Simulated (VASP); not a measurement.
# B (R-3m) in VASP: a series of runs, part 2 of 2

VASP 6.6.1. The steps go on from the part before.

## 3. Relaxation of cell and atoms, PBE

File INCAR:

```
PREC = Accurate
ENCUT = 600
EDIFF = 1E-7
ISMEAR = 0
SIGMA = 0.1
LREAL = F
LASPH = T
NELM = 60
ALGO = Normal
ISIF = 3
LWAVE = F
LCHARG = F
GGA = PE
IBRION = 2
NSW = 80
EDIFFG = -0.01
```

File KPOINTS:

```
Automatic mesh
0
Gamma
  18 18 18
```

File POSCAR:

```
B
1.0
    1.4258032372      0.8231878828      4.1569397655
   -1.4258032372      0.8231878828      4.1569397655
    0.0000000000     -1.6463757656      4.1569397655
B
4
Direct
    0.9336481262      0.9336481262      0.9336481262
    0.1982521799      0.1982521799      0.1982521799
    0.8017478201      0.8017478201      0.8017478201
    0.0663518738      0.0663518738      0.0663518738
```

Potentials or basis: VASP PAW PBE potentials, release 64 (B).

Launch:

```bash
cat potpaw_PBE.64/B/POTCAR > POTCAR
mpirun -np 1 vasp_std > vasp.out
```

OUTCAR:

```text
PREC = Accurate
   ENCUT = 600
   EDIFF = 1E-7
   ISMEAR = 0
   LREAL = F
   LASPH = T
   NELM = 60
   ISIF = 3
   GGA = PE
   IBRION = 2
   NSW = 80
   EDIFFG = -0.01

 ion  position               nearest neighbor table
   1  0.934  0.934  0.934-   3 1.64   4 1.65   2 1.86   2 1.86   2 1.86
   2  0.198  0.198  0.198-   4 1.64   3 1.83   3 1.83   3 1.83   1 1.86   1 1.86   1 1.86
   3  0.802  0.802  0.802-   1 1.64   2 1.83   2 1.83   2 1.83   4 1.86   4 1.86   4 1.86
   4  0.066  0.066  0.066-   2 1.64   1 1.65   3 1.86   3 1.86   3 1.86

  LATTYP: Found a trigonal (rhomboedric) cell.
 ALAT       =     4.4710962163
 COS(alpha) =     0.7966139524

  Lattice vectors:

 A1 = (   1.4258032372,   0.8231878828,   4.1569397655)
 A2 = (  -1.4258032372,   0.8231878828,   4.1569397655)
 A3 = (   0.0000000000,  -1.6463757656,   4.1569397655)

Analysis of symmetry for initial positions (statically):
=====================================================================
 Subroutine PRICEL returns:
 Original cell was already a primitive cell.

 Routine SETGRP: Setting up the symmetry group for a
 trigonal (rhombohedral) supercell.

 Subroutine GETGRP returns: Found 12 space group operations
 (whereof 12 operations were pure point group operations)
 out of a pool of 12 trial point group operations.

The static configuration has the point symmetry D_3d.

Analysis of symmetry for dynamics (positions and initial velocities):
=====================================================================
 Subroutine PRICEL returns:
 Original cell was already a primitive cell.

 Routine SETGRP: Setting up the symmetry group for a
 trigonal (rhombohedral) supercell.

 Subroutine GETGRP returns: Found 12 space group operations
 (whereof 12 operations were pure point group operations)
 out of a pool of 12 trial point group operations.

The dynamic configuration has the point symmetry D_3d.

 Subroutine INISYM returns: Found 12 space group operations
[... 139 lines left out ...]

--------------------------------------- Ionic step        1  -------------------------------------------

 number of electron      12.0000000 magnetization

 Free energy of the ion-electron system (eV)
  ---------------------------------------------------
  ext. energy  EPLUGINS =         0.00000000
  ---------------------------------------------------
  free energy    TOTEN  =       -26.11968317 eV

  energy without entropy =      -26.11709289  energy(sigma->0) =      -26.11838803

------------------------ aborting loop because EDIFF is reached ----------------------------------------

  FORCE on cell =-STRESS in cart. coord.  units (eV):
  Direction    XX          YY          ZZ          XY          YZ          ZX
  --------------------------------------------------------------------------------------
  -------------------------------------------------------------------------------------
  Total        0.0062528      0.0062528      0.0227247      0.0000000     -0.0000000      0.0000000
  in kB        0.3422149      0.3422149      1.2437261      0.0000000     -0.0000000      0.0000000
  external PRESSURE =       0.6427186 kB  Pullay stress =       0.0000000 kB
[... 63 lines left out ...]
--------------------------------------- Ionic step        3  -------------------------------------------

 number of electron      12.0000000 magnetization

 Free energy of the ion-electron system (eV)
  ---------------------------------------------------
  ext. energy  EPLUGINS =         0.00000000
  ---------------------------------------------------
  free energy    TOTEN  =       -26.11969178 eV

  energy without entropy =      -26.11710539  energy(sigma->0) =      -26.11839859

 E-fermi :   6.0644     XC(G=0): -11.6243

 val. band max:        6.0585248785   @ k =  -0.1111  -0.1667   0.0556
 cond. band min:       6.0670614361   @ k =   0.3889   0.3333   0.1667
 fundamental gap:      0.0085365576
 Fermi energy:         6.0643899395

 k-point     1 :       0.0000    0.0000    0.0000
  band No.  band energies     occupation
      1      -9.9158      2.00000
      2      -2.7653      2.00000
      3      -2.0453      2.00000
      4       5.3246      2.00000
      5       5.3246      2.00000
      6       9.3556      0.00000
      7       9.3556      0.00000
      8      12.2275      0.00000
      9      12.3028      0.00000
     10      12.7282      0.00000
[... 287 lines left out ...]
 k-point    24 :      -0.2222    0.0556    0.0000
  band No.  band energies     occupation
      1      -8.6966      2.00000
      2      -2.1712      2.00000
      3      -0.8075      2.00000
      4       1.1147      2.00000
      5       3.2672      2.00000
      6       5.2800      2.00000
      7       7.8650      0.00000
      8      11.7205      0.00000
      9      14.0673      0.00000
     10      14.7531      0.00000

 [... further k-points ...]

------------------------ aborting loop because EDIFF is reached ----------------------------------------

  FORCE on cell =-STRESS in cart. coord.  units (eV):
  Direction    XX          YY          ZZ          XY          YZ          ZX
  --------------------------------------------------------------------------------------
  -------------------------------------------------------------------------------------
  Total        0.0030035      0.0030035     -0.0000109      0.0000000      0.0000000      0.0000000
  in kB        0.1643519      0.1643519     -0.0005977      0.0000000      0.0000000      0.0000000
  external PRESSURE =       0.1093687 kB  Pullay stress =       0.0000000 kB
[... 19 lines left out ...]
  FREE ENERGIE OF THE ION-ELECTRON SYSTEM (eV)
  ---------------------------------------------------
  free  energy   TOTEN  =       -26.1196917826 eV

  energy  without entropy=      -26.1171053893  energy(sigma->0) =      -26.11839859

 reached required accuracy - stopping structural energy minimisation
```

CONTCAR:

```text
B
   1.00000000000000
     1.4258485203358779    0.8232140270306880    4.1574195834665204
    -1.4258485203358779    0.8232140270306880    4.1574195834665204
    -0.0000000000000000   -1.6464280540613760    4.1574195834665204
  B
     4
Direct
     0.9336762330799637    0.9336762330799637    0.9336762330799637
     0.1982402589686570    0.1982402589686570    0.1982402589686570
     0.8017597410313431    0.8017597410313431    0.8017597410313431
     0.0663237669200363    0.0663237669200363    0.0663237669200363

  0.00000000E+00  0.00000000E+00  0.00000000E+00
  0.00000000E+00  0.00000000E+00  0.00000000E+00
  0.00000000E+00  0.00000000E+00  0.00000000E+00
  0.00000000E+00  0.00000000E+00  0.00000000E+00
```

Wall time 9 min (1 thread of Intel Xeon Platinum 8259CL at 2.50GHz (Skylake/Cascade Lake), shared host); peak memory 0.33 GiB.

Results:

* Free energy: -26.1197 eV
* Relaxed volume: 7.32 Å³/atom
* Relaxed cell: a = 4.472 Å, b = 4.472 Å, c = 4.472 Å, α = 37.19°, β = 37.19°, γ = 37.19°
* Space group after relaxing (to 0.1 Å): R-3m (No. 166)
* Energy gained by relaxing: 0.0 meV/atom
* Ionic steps: 3
* Pressure after relaxing: 0.0 GPa
* Largest force after relaxing: 0.010 eV/Å
* Band gap on the k mesh: zero (bands 6 and 7 overlap by 5.34 eV)

Forces on the atoms (eV/Å):
```
B    0.000  0.000 -0.004
B    0.000  0.000 -0.010
B    0.000  0.000  0.010
B    0.000  0.000  0.004
```

Final structure:
```
CELL_PARAMETERS angstrom
1.42585 0.82321 4.15742
-1.42585 0.82321 4.15742
0.00000 -1.64643 4.15742
ATOMIC_POSITIONS crystal
B 0.93368 0.93368 0.93368
B 0.19824 0.19824 0.19824
B 0.80176 0.80176 0.80176
B 0.06632 0.06632 0.06632
```

Levels at points of the mesh, in eV from the Fermi level:
```csv
k point,band 2,band 3,band 4,band 5,band 6,band 7,band 8,band 9,band 10
"(0.00, 0.00, 0.00)",-8.83,-8.11,-0.74,-0.74,3.29,3.29,6.16,6.24,6.66
"(0.50, 0.00, 0.00)",-10.60,-6.40,-5.26,-3.58,-3.17,0.90,3.87,4.57,6.95
"(0.50, 0.50, 0.00)",-10.56,-6.84,-6.03,-4.16,-2.71,3.73,4.34,5.78,7.06
"(0.50, 0.50, 0.50)",-11.98,-2.99,-1.24,-1.24,0.94,6.18,6.18,6.46,6.46
```
